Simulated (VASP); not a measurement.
# SiC (F-43m) in VASP: vibrations by perturbation theory with LDA

Aim: the vibrations by perturbation theory of SiC with LDA.

All numbers are computed with VASP 6.6.1; they aren't measurements. Logs are shortened: lines on timing, memory, paths and dates and some standing lists are left out, and cuts for length are marked.

### Step 1. The cell of the first run

It takes space group F-43m (No. 216, cubic). The conventional cell has a = 4.329 Å, b = 4.329 Å, c = 4.329 Å, α = 90.00°, β = 90.00°, γ = 90.00°. Within 2.5 Å of Si (site symmetry -43m) lie 4 C at 1.87 Å. C (site symmetry -43m) has 4 Si at 1.87 Å within 2.5 Å.

### Step 2. Vibrations by perturbation theory, LDA

INCAR reads:

```
SYSTEM = SiC
PREC = Accurate
ENCUT = 600
EDIFF = 1E-8
ISMEAR = 0
SIGMA = 0.01
LREAL = .FALSE.
LASPH = .TRUE.
NELM = 120
ALGO = Normal
ISIF = 2
LWAVE = .FALSE.
LCHARG = .FALSE.
GGA = CA
NBANDS = 11
IBRION = 8
NSW = 1
LEPSILON = .TRUE.
GGA_COMPAT = .FALSE.
```

KPOINTS reads:

```
Automatic mesh
0
G
  8 8 8
  0 0 0
```

POSCAR reads:

```
SiC
1.0
    0.0000000000      2.1645175464      2.1645175464
    2.1645175464      0.0000000000      2.1645175464
    2.1645175464      2.1645175464      0.0000000000
Si C
1 1
Direct
    0.0000000000      0.0000000000      0.0000000000
    0.2500000000      0.2500000000      0.2500000000
```

Potentials or basis: VASP PAW LDA potentials, release 64 (Si, C).

Started as:

```sh
$ cat potpaw_LDA.64/Si/POTCAR potpaw_LDA.64/C/POTCAR > POTCAR
$ mpirun -np 1 vasp_std > vasp.out
```

OUTCAR:

```text
SYSTEM = SiC
   PREC = Accurate
   ENCUT = 600
   EDIFF = 1E-8
   ISMEAR = 0
   LREAL = .FALSE.
   LASPH = .TRUE.
   NELM = 120
   ISIF = 2
   GGA = CA
   IBRION = 8
   NSW = 1
   LEPSILON = .TRUE.

 ion  position               nearest neighbor table
   1  0.000  0.000  0.000-   2 1.87   2 1.87   2 1.87   2 1.87
   2  0.250  0.250  0.250-   1 1.87   1 1.87   1 1.87   1 1.87

  LATTYP: Found a face centered cubic cell.
 ALAT       =     4.3290350928

  Lattice vectors:

 A1 = (   0.0000000000,   2.1645175464,   2.1645175464)
 A2 = (   2.1645175464,   0.0000000000,   2.1645175464)
 A3 = (   2.1645175464,   2.1645175464,   0.0000000000)

Analysis of symmetry for initial positions (statically):
=====================================================================
 Subroutine PRICEL returns:
 Original cell was already a primitive cell.

 Routine SETGRP: Setting up the symmetry group for a
 face centered cubic supercell.

 Subroutine GETGRP returns: Found 24 space group operations
 (whereof 24 operations were pure point group operations)
 out of a pool of 48 trial point group operations.

The static configuration has the point symmetry T_d .

Analysis of symmetry for dynamics (positions and initial velocities):
=====================================================================
 Subroutine PRICEL returns:
 Original cell was already a primitive cell.

 Routine SETGRP: Setting up the symmetry group for a
 face centered cubic supercell.

 Subroutine GETGRP returns: Found 24 space group operations
 (whereof 24 operations were pure point group operations)
 out of a pool of 48 trial point group operations.

The dynamic configuration has the point symmetry T_d .

 Subroutine INISYM returns: Found 24 space group operations
 (whereof 24 operations are pure point group operations),
 and found     1 'primitive' translations

----------------------------------------------------------------------------------------

                                     Primitive cell

  volume of cell :      20.2821

  direct lattice vectors                    reciprocal lattice vectors
     0.000000000  2.164517546  2.164517546    -0.230998358  0.230998358  0.230998358
     2.164517546  0.000000000  2.164517546     0.230998358 -0.230998358  0.230998358
     2.164517546  2.164517546  0.000000000     0.230998358  0.230998358 -0.230998358

  length of vectors
     3.061090070  3.061090070  3.061090070     0.400100893  0.400100893  0.400100893

  position of ions in fractional coordinates (direct lattice)
     0.000000000  0.000000000  0.000000000
     0.250000000  0.250000000  0.250000000

  ion indices of the primitive-cell ions
   primitive index   ion index
                 1           1
                 2           2

----------------------------------------------------------------------------------------

 KPOINTS: Automatic mesh

Automatic generation of k-mesh.
 Grid dimensions read from file:
 generate k-points for:    8    8    8

 Generating k-lattice:

  Cartesian coordinates                     Fractional coordinates (reciprocal lattice)
    -0.028874795  0.028874795  0.028874795     0.125000000  0.000000000  0.000000000
     0.028874795 -0.028874795  0.028874795     0.000000000  0.125000000  0.000000000
     0.028874795  0.028874795 -0.028874795     0.000000000  0.000000000  0.125000000

  Length of vectors
     0.050012612  0.050012612  0.050012612

  Shift w.r.t. Gamma in fractional coordinates (k-lattice)
     0.000000000  0.000000000  0.000000000

 Subroutine IBZKPT returns following result:
 ===========================================

 Found     29 irreducible k-points:

 Following reciprocal coordinates:
            Coordinates               Weight
  0.000000  0.000000  0.000000      1.000000
[... 439 lines left out ...]
  energy-cutoff  :      600.00
  volume of cell :       20.28
      direct lattice vectors                 reciprocal lattice vectors
     0.000000000  2.164517546  2.164517546    -0.230998358  0.230998358  0.230998358
     2.164517546  0.000000000  2.164517546     0.230998358 -0.230998358  0.230998358
     2.164517546  2.164517546  0.000000000     0.230998358  0.230998358 -0.230998358

 POSITION                                       TOTAL-FORCE (eV/Angst)
 -----------------------------------------------------------------------------------
      0.00000      0.00000      0.00000         0.000000      0.000000      0.000000
      1.08226      1.08226      1.08226        -0.000000     -0.000000     -0.000000
 -----------------------------------------------------------------------------------
    total drift:                                0.000000      0.000000      0.000000

  FREE ENERGIE OF THE ION-ELECTRON SYSTEM (eV)
  ---------------------------------------------------
  free  energy   TOTEN  =       -16.6435290998 eV

  energy  without entropy=      -16.6435290998  energy(sigma->0) =      -16.64352910

 HEAD OF MICROSCOPIC STATIC DIELECTRIC TENSOR (INDEPENDENT PARTICLE, excluding Hartree and local field effects)
 ------------------------------------------------------
           7.411778    -0.000000     0.000000
           0.000000     7.411778    -0.000000
          -0.000000     0.000000     7.411778
 ------------------------------------------------------

 Free energy of the ion-electron system (eV)
  ---------------------------------------------------
  ---------------------------------------------------
  free energy    TOTEN  =        -0.36037319 eV

  energy without entropy =       -0.36037319

------------------------ aborting loop because EDIFF is reached ----------------------------------------

--------------------------------------- Ionic step        2  -------------------------------------------

------------------------ aborting loop because EDIFF is reached ----------------------------------------

--------------------------------------- Ionic step        3  -------------------------------------------

------------------------ aborting loop because EDIFF is reached ----------------------------------------

 PIEZOELECTRIC TENSOR FIELD DIRECTION 3  (e Angst)
 -----------------------------------------------------------------------------
    -0.00051 -1.25356  0.00000           ( -0.00000 -0.05643  0.00000)
    -1.25356 -0.00051  0.00000           ( -0.05643 -0.00000  0.00000)
     0.00000  0.00000  0.00056           (  0.00000  0.00000 -0.00000)

 PIEZOELECTRIC TENSOR FIELD DIRECTION 3  (C/m^2)
 -----------------------------------------------------------------------------
    -0.00040 -0.99024  0.00000
    -0.99024 -0.00040  0.00000
     0.00000  0.00000  0.00044

--------------------------------------- Ionic step        4  -------------------------------------------

------------------------ aborting loop because EDIFF is reached ----------------------------------------

[... ionic steps 5 to 6 ...]

--------------------------------------- Ionic step        7  -------------------------------------------

 Free energy of the ion-electron system (eV)
  ---------------------------------------------------
  ---------------------------------------------------
  free energy    TOTEN  =        -0.12465541 eV

  energy without entropy =       -0.12465541

------------------------ aborting loop because EDIFF is reached ----------------------------------------

 INTERNAL STRAIN TENSOR  FOR ION    2  DIRECTION 1   (eV/Angst):
 -----------------------------------------------------------------------------
    -0.01111  0.00000  0.00000
     0.00000  0.00483 -8.67317
     0.00000 -8.67317  0.00483

 MACROSCOPIC STATIC DIELECTRIC TENSOR (including local field effects in DFT)
 ------------------------------------------------------
           7.086036    -0.000000    -0.000000
           0.000000     7.086036    -0.000000
          -0.000000     0.000000     7.086036
 ------------------------------------------------------

 PIEZOELECTRIC TENSOR (including local field effects)  for field in x, y, z        (e  Angst)
          XX          YY          ZZ          XY          YZ          ZX
  --------------------------------------------------------------------------------
  x     0.00000    -0.00000    -0.00000     0.00000    -1.25001     0.00000
  y    -0.00000     0.00000    -0.00000     0.00000     0.00000    -1.25001
  z    -0.00000    -0.00000     0.00000    -1.25001     0.00000     0.00000

 PIEZOELECTRIC TENSOR (including local field effects)  for field in x, y, z        (C/m^2)
          XX          YY          ZZ          XY          YZ          ZX
  --------------------------------------------------------------------------------
  x     0.00000    -0.00000    -0.00000     0.00000    -0.98744     0.00000
  y    -0.00000     0.00000    -0.00000     0.00000     0.00000    -0.98744
  z    -0.00000    -0.00000     0.00000    -0.98744     0.00000     0.00000

 BORN EFFECTIVE CHARGES (including local field effects) (in |e|, cummulative output)
 ---------------------------------------------------------------------------------
 ion    1
    1     2.72183     0.00000     0.00000
    2     0.00000     2.72183     0.00000
    3    -0.00000    -0.00000     2.72183
 ion    2
    1    -2.72183    -0.00000     0.00000
    2    -0.00000    -2.72183    -0.00000
    3     0.00000     0.00000    -2.72183

 INTERNAL STRAIN TENSOR FOR ION    2 for displacements in x,y,z  (eV/Angst):
          X           Y           Z          XY          YZ          ZX
  --------------------------------------------------------------------------------
  x    -0.00000     0.00000     0.00000     0.00000    -8.67317     0.00000
  y    -0.00000     0.00000    -0.00000     0.00000     0.00000    -8.67317
  z     0.00000     0.00000    -0.00000    -8.67317     0.00000     0.00000

 SECOND DERIVATIVES (NOT SYMMETRIZED)
 ------------------------------------
               1X          1Y          1Z          2X          2Y          2Z
  1X   -19.691677    0.000000    0.000000   19.691677    0.000000    0.000000
  1Y     0.000000  -19.691677    0.000000    0.000000   19.691677    0.000000
  1Z     0.000000    0.000000  -19.691677    0.000000    0.000000   19.691677
  2X    19.692162    0.000000    0.000000  -19.692162    0.000000    0.000000
  2Y     0.000000   19.692162    0.000000    0.000000  -19.692162    0.000000
  2Z     0.000000    0.000000   19.692162    0.000000    0.000000  -19.692162

 Eigenvectors and eigenvalues of the dynamical matrix
 ----------------------------------------------------

   1 f  =   23.917708 THz   150.279390 2PiTHz  797.808853 cm-1    98.915646 meV
             X         Y         Z           dx          dy          dz
      0.000000  0.000000  0.000000     0.000000    0.000000   -0.547312
      1.082259  1.082259  1.082259     0.000000    0.000000    0.836928
[... 21 lines left out ...]
   6 f/i=    0.000135 THz     0.000849 2PiTHz    0.004505 cm-1     0.000559 meV
             X         Y         Z           dx          dy          dz
      0.000000  0.000000  0.000000    -0.591798    0.591798    0.000000
      1.082259  1.082259  1.082259    -0.387008    0.387008    0.000000

--------------------------------------------------------------------------------------------------------

 MACROSCOPIC STATIC DIELECTRIC TENSOR IONIC CONTRIBUTION
 ------------------------------------------------------
           3.356509     0.000000     0.000000
           0.000000     3.356509     0.000000
           0.000000     0.000000     3.356509
 ------------------------------------------------------

 ELASTIC MODULI CONTR FROM IONIC RELAXATION (kBar)
 Direction    XX          YY          ZZ          XY          YZ          ZX
 --------------------------------------------------------------------------------
 XX          -0.0000      0.0000      0.0000     -0.0000      0.0000     -0.0000
 YY           0.0000     -0.0000     -0.0000     -0.0000     -0.0000      0.0000
 ZZ           0.0000     -0.0000     -0.0000      0.0000     -0.0000     -0.0000
 XY          -0.0000     -0.0000      0.0000   -275.3347     -0.0000     -0.0000
 YZ           0.0000     -0.0000     -0.0000     -0.0000   -275.3347     -0.0000
 ZX          -0.0000      0.0000     -0.0000     -0.0000     -0.0000   -275.3347
 --------------------------------------------------------------------------------

 PIEZOELECTRIC TENSOR IONIC CONTR  for field in x, y, z        (C/m^2)
          XX          YY          ZZ          XY          YZ          ZX
  --------------------------------------------------------------------------------
  x    -0.00000     0.00000     0.00000     0.00000     0.90458     0.00000
  y     0.00000    -0.00000     0.00000     0.00000     0.00000     0.90458
  z     0.00000     0.00000    -0.00000     0.90458     0.00000     0.00000
```

Run time: 59 s. Hardware: 1 thread of Intel Xeon Platinum 8488C (Sapphire Rapids), shared host; peak memory 0.18 GiB.

What came out:

```yaml
Electronic_dielectric_tensor_diagonal: 7.09
Born_charges_mean_of_the_diagonal: Si +2.72; C -2.72 e
Highest_phonon_frequency_at_Γ_LO-TO_splitting_left_out: 798 cm⁻¹
```

Phonon frequencies in cm⁻¹ (negative: imaginary):
| q point | frequencies |
| --- | --- |
| (0.000, 0.000, 0.000) | 0 0 0 798 798 798 |

Electronic dielectric tensor:
```
7.09 0.00 0.00
0.00 7.09 0.00
0.00 0.00 7.09
```

Born effective charge tensors (e):
atom 1, Si
```
2.72 0.00 0.00
0.00 2.72 0.00
0.00 0.00 2.72
```
atom 2, C
```
-2.72  0.00  0.00
 0.00 -2.72  0.00
 0.00  0.00 -2.72
```
